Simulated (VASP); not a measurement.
Wanted: the native input for a VASP 6.6.1 run.

```yaml
Task: single point
Functional: LDA
Potentials_or_basis: VASP PAW LDA potentials, release 64 (Fe_sv, Ru_sv)
Cutoff: 690 eV
k_mesh: 12 × 12 × 7
Occupations: fermi-dirac, width 0.05 eV
Spin: no spin polarisation
Dipole_correction: no
Further_INCAR_settings: ALGO = Normal; EDIFF = 1e-06; NBANDS = 23
```

The structure of FeRu lies in POSCAR:

```
FeRu
1.0
    2.6428014205      0.0000000000      0.0000000000
   -1.3214007102      2.2887331673      0.0000000000
    0.0000000000      0.0000000000      4.0702270000
Fe Ru
1 1
Direct
    0.0000000000      0.0000000000      0.5000000000
    0.6666666667      0.3333333333      0.0000000000
```

The input as run:

INCAR

```
SYSTEM = FeRu
PREC     = Accurate       ! precision mode
ENCUT    = 690            ! plane-wave cutoff, eV
EDIFF    = 1E-6           ! SCF threshold, eV
ISMEAR   = -1             ! smearing method
SIGMA    = 0.05           ! smearing width, eV
LREAL    = .FALSE.        ! projectors in reciprocal space
LASPH    = .TRUE.         ! aspherical terms in the spheres
NELM     = 120            ! most SCF steps
ALGO     = Normal         ! electronic algorithm
ISIF     = 2              ! what is computed and relaxed
LWAVE    = .FALSE.        ! write WAVECAR
LCHARG   = .FALSE.        ! write CHGCAR
GGA      = CA             ! functional
NBANDS   = 23             ! bands
GGA_COMPAT= .FALSE.
```

KPOINTS

```
regular mesh
0
G
  12 12 7
  0 0 0
```

Potentials or basis: VASP PAW LDA potentials, release 64 (Fe_sv, Ru_sv).

Launch:

```bash
$ cat potpaw_LDA.64/Fe_sv/POTCAR potpaw_LDA.64/Ru_sv/POTCAR > POTCAR
$ mpirun -np 1 vasp_std > vasp.out
```

Results of the run:

```
Pressure               : -20.3 GPa
Band gap on the k mesh : zero (bands 16 and 17 overlap by 1.89 eV)
```

Caveat: the cell stands under tension; the run has no spin polarisation, though such a crystal can be magnetic.

It took 44 s on 1 thread of Intel(R) Xeon(R) Platinum 8488C (Sapphire Rapids), on a shared host, peak memory 0.18 GiB.
